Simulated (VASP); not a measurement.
Set up this calculation in VASP 6.6.1, as the native input.

```yaml
Task: relaxation of cell and atoms
Functional: PBE
Potentials_or_basis: VASP PAW PBE potentials, release 64 (Y_sv)
Cutoff: 600 eV
k_mesh: 6 × 6 × 6
Occupations: fermi-dirac, width 0.05 eV
Spin: no spin polarisation
Dipole_correction: no
Further_INCAR_settings: ALGO = Normal; EDIFF = 1e-06; IBRION = 2; EDIFFG = -0.01; NSW = 80; ISIF = 3
```

The structure of Y lies in POSCAR:

```
Y
1.0
    2.0200000000      2.0200000000      2.0200000000
   -2.0200000000      2.0200000000      2.0200000000
   -2.0200000000     -2.0200000000      2.0200000000
Y
1
Direct
    0.0000000000      0.0000000000      0.0000000000
```

This isn't the form of Y at room conditions, which is hcp.

One way to write it, as run:

INCAR

```
SYSTEM = Y
PREC = Accurate
ENCUT = 600
EDIFF = 1E-6
ISMEAR = -1
SIGMA = 0.05
LREAL = .FALSE.
LASPH = .TRUE.
NELM = 80
ALGO = Normal
ISIF = 3
LWAVE = .FALSE.
LCHARG = .FALSE.
GGA = PE
IBRION = 2
NSW = 80
EDIFFG = -0.01
```

KPOINTS

```
Automatic mesh
0
G
  6 6 6
  0 0 0
```

Potentials or basis: VASP PAW PBE potentials, release 64 (Y_sv).

Command:

```sh
$ cat potpaw_PBE.64/Y_sv/POTCAR > POTCAR
$ mpirun -np 1 vasp_std > vasp.out
```

Results of the run:

| Property | Result |
| --- | --- |
| Relaxed volume | 33.07 Å³/atom |
| Relaxed cell | a = 3.502 Å, b = 3.502 Å, c = 3.502 Å, α = 70.53°, β = 109.47°, γ = 70.53° |
| Space group after relaxing (to 0.1 Å) | Im-3m (No. 229) |
| Energy gained by relaxing | 0.1 meV/atom |
| Ionic steps | 2 |
| Pressure after relaxing | 0.0 GPa |
| Band gap on the k mesh | zero (an odd number of electrons rules out a gap without spin polarisation) |

Caveat: the k points lie up to 0.37 Å⁻¹ apart in the final cell, too coarse for converged energies and pressures of a metal.

It took 17 s on 1 thread of Intel Xeon 8259CL, on a shared host, peak memory 0.17 GiB.
